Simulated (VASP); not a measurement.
# CdO (Fm-3m) in VASP: single point with r2SCAN

Aim: the single point of CdO with r2SCAN.

Everything below comes from runs of VASP 6.6.1. Logs are shortened: lines on timing, memory, paths and dates and some standing lists are left out, and cuts for length are marked.

## Step 1: The cell of the first run

Symmetry: Fm-3m, No. 225, cubic system. The conventional cell has a = 4.715 Å, b = 4.715 Å, c = 4.715 Å, α = 90.00°, β = 90.00°, γ = 90.00°. Cd (site symmetry m-3m) has 6 O at 2.36 Å within 3.1 Å. O (site symmetry m-3m) has 6 Cd at 2.36 Å within 3.1 Å.

## Step 2: Single point, r2SCAN

The input, POSCAR:

```
CdO
1.0
    0.0000000000      2.3573057052      2.3573057052
    2.3573057052      0.0000000000      2.3573057052
    2.3573057052      2.3573057052      0.0000000000
Cd O
1 1
Direct
    0.0000000000      0.0000000000      0.0000000000
    0.5000000000      0.5000000000      0.5000000000
```

The input, INCAR.step1:

```
  ALGO = Normal
  EDIFF = 1E-5
  ENCUT = 770
  GGA = PE
  GGA_COMPAT = F
  ISMEAR = 0
  LASPH = T
  LCHARG = F
  LREAL = F
  LWAVE = T
  NBANDS = 20
  NELM = 120
  PREC = Accurate
  SIGMA = 0.01
```

The input, INCAR.step2:

```
  ALGO = Normal
  EDIFF = 1E-6
  ENCUT = 770
  GGA_COMPAT = F
  ISIF = 2
  ISMEAR = 0
  ISTART = 1
  LASPH = T
  LCHARG = F
  LMIXTAU = T
  LREAL = F
  LWAVE = F
  METAGGA = R2SCAN
  NBANDS = 20
  NELM = 120
  PREC = Accurate
  SIGMA = 0.01
```

The input, KPOINTS:

```
k-points
0
Gamma
  8 8 8
```

Potentials or basis: VASP PAW PBE potentials, release 64 (Cd_sv_GW, O).

On the command line:

```console
> cat potpaw_PBE.64/Cd_sv_GW/POTCAR potpaw_PBE.64/O/POTCAR > POTCAR
> cp INCAR.step1 INCAR
> mpirun -np 1 vasp_std > vasp.out
> cp INCAR.step2 INCAR
> mpirun -np 1 vasp_std > vasp.out
```

OUTCAR:

```text
EDIFF = 1E-6
   ENCUT = 770
   ISIF = 2
   ISMEAR = 0
   ISTART = 1
   LASPH = T
   LREAL = F
   METAGGA = R2SCAN
   NELM = 120
   PREC = Accurate

 ion  position               nearest neighbor table
   1  0.000  0.000  0.000-
   2  0.500  0.500  0.500-

  LATTYP: Found a face centered cubic cell.
 ALAT       =     4.7146114104

  Lattice vectors:

 A1 = (   0.0000000000,   2.3573057052,   2.3573057052)
 A2 = (   2.3573057052,   0.0000000000,   2.3573057052)
 A3 = (   2.3573057052,   2.3573057052,   0.0000000000)

Analysis of symmetry for initial positions (statically):
=====================================================================
 Subroutine PRICEL returns:
 Original cell was already a primitive cell.

 Routine SETGRP: Setting up the symmetry group for a
 face centered cubic supercell.

 Subroutine GETGRP returns: Found 48 space group operations
 (whereof 48 operations were pure point group operations)
 out of a pool of 48 trial point group operations.

The static configuration has the point symmetry O_h .

Analysis of symmetry for dynamics (positions and initial velocities):
=====================================================================
 Subroutine PRICEL returns:
 Original cell was already a primitive cell.

 Routine SETGRP: Setting up the symmetry group for a
 face centered cubic supercell.

 Subroutine GETGRP returns: Found 48 space group operations
 (whereof 48 operations were pure point group operations)
 out of a pool of 48 trial point group operations.

The dynamic configuration has the point symmetry O_h .

 Subroutine INISYM returns: Found 48 space group operations
 (whereof 48 operations are pure point group operations),
 and found     1 'primitive' translations

----------------------------------------------------------------------------------------

                                     Primitive cell

  volume of cell :      26.1986

  direct lattice vectors                    reciprocal lattice vectors
     0.000000000  2.357305705  2.357305705    -0.212106558  0.212106558  0.212106558
     2.357305705  0.000000000  2.357305705     0.212106558 -0.212106558  0.212106558
     2.357305705  2.357305705  0.000000000     0.212106558  0.212106558 -0.212106558

  length of vectors
     3.333733699  3.333733699  3.333733699     0.367379336  0.367379336  0.367379336

  position of ions in fractional coordinates (direct lattice)
     0.000000000  0.000000000  0.000000000
     0.500000000  0.500000000  0.500000000

  ion indices of the primitive-cell ions
   primitive index   ion index
                 1           1
                 2           2

----------------------------------------------------------------------------------------

 KPOINTS: k-points

Automatic generation of k-mesh.
 Grid dimensions read from file:
 generate k-points for:    8    8    8

 Generating k-lattice:

  Cartesian coordinates                     Fractional coordinates (reciprocal lattice)
    -0.026513320  0.026513320  0.026513320     0.125000000  0.000000000  0.000000000
     0.026513320 -0.026513320  0.026513320     0.000000000  0.125000000  0.000000000
     0.026513320  0.026513320 -0.026513320     0.000000000  0.000000000  0.125000000

  Length of vectors
     0.045922417  0.045922417  0.045922417

  Shift w.r.t. Gamma in fractional coordinates (k-lattice)
     0.000000000  0.000000000  0.000000000

 Subroutine IBZKPT returns following result:
 ===========================================

 Found     29 irreducible k-points:

 Following reciprocal coordinates:
            Coordinates               Weight
  0.000000  0.000000  0.000000      1.000000
  0.125000  0.000000  0.000000      8.000000
  0.250000  0.000000  0.000000      8.000000
  0.375000  0.000000  0.000000      8.000000
  0.500000  0.000000  0.000000      4.000000
  0.125000  0.125000  0.000000      6.000000
[... 16 lines left out ...]
  0.500000  0.250000  0.125000     48.000000
 -0.375000  0.250000  0.125000     24.000000
 [... further k-points ...]
   k-points           NKPTS =     29   k-points in BZ     NKDIM =     29   number of bands    NBANDS=     20
   number of dos      NEDOS =    301   number of ions     NIONS =      2
   total plane-waves  NPLWV =  27000
   dimension x,y,z NGX =    30 NGY =   30 NGZ =   30
   dimension x,y,z NGXF=    60 NGYF=   60 NGZF=   60
   ions per type =               1   1
   NGX,Y,Z   is equivalent  to a cutoff of  14.96, 14.96, 14.96 a.u.
   NGXF,Y,Z  is equivalent  to a cutoff of  29.92, 29.92, 29.92 a.u.
 SYSTEM =  unknown system
   PREC   = accura    normal or accurate (medium, high low for compatibility)
   ISTART =      1    job   : 0-new  1-cont  2-samecut
   ICHARG =      0    charge: 1-file 2-atom 10-const
   ISPIN  =      1    spin polarized calculation?
   LNONCOLLINEAR =      F non collinear calculations
   LSORBIT =      F    spin-orbit coupling
   LASPH  =      T    aspherical Exc in radial PAW
   ENCUT  =  770.0 eV  56.59 Ry    7.52 a.u.   7.54  7.54  7.54*2*pi/ulx,y,z
   NELM   =    120;   NELMIN=  2; NELMDL=  0     # of ELM steps
   EDIFF  = 0.1E-05   stopping-criterion for ELM
   LREAL  =      F    real-space projection
[... 7 lines left out ...]
   TEBEG  =    0.0;   TEEND  =   0.0 temperature during run
   PSTRESS=    0.0 pullay stress
   NELECT =      26.0000    total number of electrons
   NUPDOWN=      -1.0000    fix difference up-down
   EMIN   =  10.00;   EMAX   =-10.00  energy-range for DOS
   EFERMI =   0.00;   METHOD = LEGACY
   ISMEAR =     0;   SIGMA  =   0.01  broadening in eV -4-tet -1-fermi 0-gaus
   EFERMI_NEDOS =   21; number of points for ismear=-14 and -15
   IALGO  =     38    algorithm
   IMIX   =      4    mixing-type and parameters
     AMIX     =   0.40;   BMIX     =  1.00
     AMIX_MAG =   1.60;   BMIX_MAG =  1.00
  volume/ion in A,a.u.               =      13.10        88.40
  Fermi-wavevector in a.u.,A,eV,Ry     =   1.632952  3.085832 36.280366  2.666532
  Thomas-Fermi vector in A             =   2.724837
   LORBIT       =      0    0 simple, 1 ext, 2 COOP (PROOUT), +10 PAW based schemes
   METAGGA = R2SCAN    functional components
   LHFCALC =     F    Hartree Fock is set to
   AEXX    =    0.0000 exact exchange contribution
   IVDW    =     0    specifies the selected vdW correction
   LEPSILON=     F    determine dielectric tensor
   LRPA    =     F    only Hartree local field effects (RPA)
 non-spin polarized calculation
 Gauss-broadening in eV      SIGMA  =   0.01
  energy-cutoff  :      770.00
  volume of cell :       26.20
 maximum number of plane-waves:      1287
   NGX = 15   NGY = 15   NGZ = 15

 number of electron      25.9999992 magnetization

 Free energy of the ion-electron system (eV)
  ---------------------------------------------------
  ext. energy  EPLUGINS =         0.00000000
  ---------------------------------------------------
  free energy    TOTEN  =       -28.67274664 eV

  energy without entropy =      -28.67274664  energy(sigma->0) =      -28.67274664

 E-fermi :   4.5749     XC(G=0): -12.5017

 val. band max:        4.5299998057   @ k =   0.5000   0.0000   0.0000
 cond. band min:       4.6184085444   @ k =   0.0000   0.0000   0.0000
 fundamental gap:      0.0884087387
 Fermi energy:         4.5748755696

 k-point     1 :       0.0000    0.0000    0.0000
  band No.  band energies     occupation
      1     -98.6431      2.00000
      2     -58.8243      2.00000
      3     -58.8243      2.00000
      4     -58.8243      2.00000
      5     -13.6758      2.00000
      6      -2.3641      2.00000
[... 12 lines left out ...]
     19      23.7163      0.00000
     20      23.7163      0.00000

 k-point     2 :       0.1250    0.0000    0.0000
  band No.  band energies     occupation
      1     -98.6430      2.00000
      2     -58.8267      2.00000
      3     -58.8247      2.00000
      4     -58.8247      2.00000
      5     -13.5779      2.00000
      6      -2.4248      2.00000
[... 12 lines left out ...]
     19      23.9647      0.00000
     20      23.9647      0.00000

 k-point     3 :       0.2500    0.0000    0.0000
  band No.  band energies     occupation
      1     -98.6427      2.00000
      2     -58.8322      2.00000
      3     -58.8255      2.00000
      4     -58.8255      2.00000
      5     -13.3311      2.00000
      6      -2.6585      2.00000
[... 12 lines left out ...]
     19      24.8294      0.00000
     20      24.8294      0.00000

 k-point     4 :       0.3750    0.0000    0.0000
  band No.  band energies     occupation
      1     -98.6423      2.00000
      2     -58.8377      2.00000
      3     -58.8264      2.00000
      4     -58.8264      2.00000
      5     -13.0673      2.00000
      6      -3.0257      2.00000
[... 12 lines left out ...]
     19      26.2164      0.00000
     20      26.2164      0.00000

 k-point     5 :       0.5000    0.0000    0.0000
  band No.  band energies     occupation
      1     -98.6422      2.00000
      2     -58.8399      2.00000
      3     -58.8267      2.00000
      4     -58.8267      2.00000
      5     -12.9521      2.00000
      6      -3.2125      2.00000
[... 12 lines left out ...]
     19      25.9827      0.00000
     20      27.5231      0.00000
[... 353 lines left out ...]
      6      -2.7906      2.00000
[... 12 lines left out ...]
     19      28.5021      0.00000
     20      29.9278      0.00000

 k-point    22 :       0.3750    0.2500    0.1250
  band No.  band energies     occupation
      1     -98.6424      2.00000
      2     -58.8335      2.00000
      3     -58.8285      2.00000
      4     -58.8266      2.00000
      5     -13.2094      2.00000
      6      -2.7635      2.00000
[... 12 lines left out ...]
     19      26.5417      0.00000
     20      27.2689      0.00000

 k-point    23 :       0.5000    0.2500    0.1250
  band No.  band energies     occupation
      1     -98.6421      2.00000
      2     -58.8365      2.00000
      3     -58.8302      2.00000
      4     -58.8275      2.00000
      5     -13.0436      2.00000
      6      -2.8176      2.00000
[... 12 lines left out ...]
     19      25.8961      0.00000
     20      27.3158      0.00000

 k-point    24 :      -0.3750    0.2500    0.1250
  band No.  band energies     occupation
      1     -98.6420      2.00000
      2     -58.8378      2.00000
      3     -58.8307      2.00000
      4     -58.8281      2.00000
      5     -12.9735      2.00000
      6      -2.8932      2.00000
[... 12 lines left out ...]
     19      24.7815      0.00000
     20      27.8979      0.00000

 [... further k-points ...]

------------------------ aborting loop because EDIFF is reached ----------------------------------------

  FORCE on cell =-STRESS in cart. coord.  units (eV):
  Direction    XX          YY          ZZ          XY          YZ          ZX
  --------------------------------------------------------------------------------------
  -------------------------------------------------------------------------------------
  Total       -0.1972639     -0.1972639     -0.1972639      0.0000000      0.0000000      0.0000000
  in kB      -12.0636985    -12.0636985    -12.0636985      0.0000000      0.0000000      0.0000000
  external PRESSURE =     -12.0636985 kB  Pullay stress =       0.0000000 kB

 VOLUME and BASIS-vectors are now :
 -----------------------------------------------------------------------------
  energy-cutoff  :      770.00
  volume of cell :       26.20
      direct lattice vectors                 reciprocal lattice vectors
     0.000000000  2.357305705  2.357305705    -0.212106558  0.212106558  0.212106558
     2.357305705  0.000000000  2.357305705     0.212106558 -0.212106558  0.212106558
     2.357305705  2.357305705  0.000000000     0.212106558  0.212106558 -0.212106558

 POSITION                                       TOTAL-FORCE (eV/Angst)
 -----------------------------------------------------------------------------------
      0.00000      0.00000      0.00000         0.000000      0.000000      0.000000
      2.35731      2.35731      2.35731        -0.000000     -0.000000     -0.000000
 -----------------------------------------------------------------------------------
    total drift:                                0.000000      0.000000      0.000000

  FREE ENERGIE OF THE ION-ELECTRON SYSTEM (eV)
  ---------------------------------------------------
  free  energy   TOTEN  =       -28.6727466427 eV

  energy  without entropy=      -28.6727466427  energy(sigma->0) =      -28.67274664
```

It took 2 min on 1 thread of Intel Xeon Platinum 8259CL at 2.50GHz (Skylake/Cascade Lake), shared host; peak memory 0.2 GiB.

Results:

```yaml
Free_energy: -28.6727 eV
Pressure: -1.2 GPa
Band_gap_on_the_k_mesh: 0.09 eV (least direct gap 1.42 eV)
```

Caveat: semilocal functionals underestimate gaps, and a narrow one can read as zero; the PAW data sets were made with another functional, which shifts forces and pressure a little.
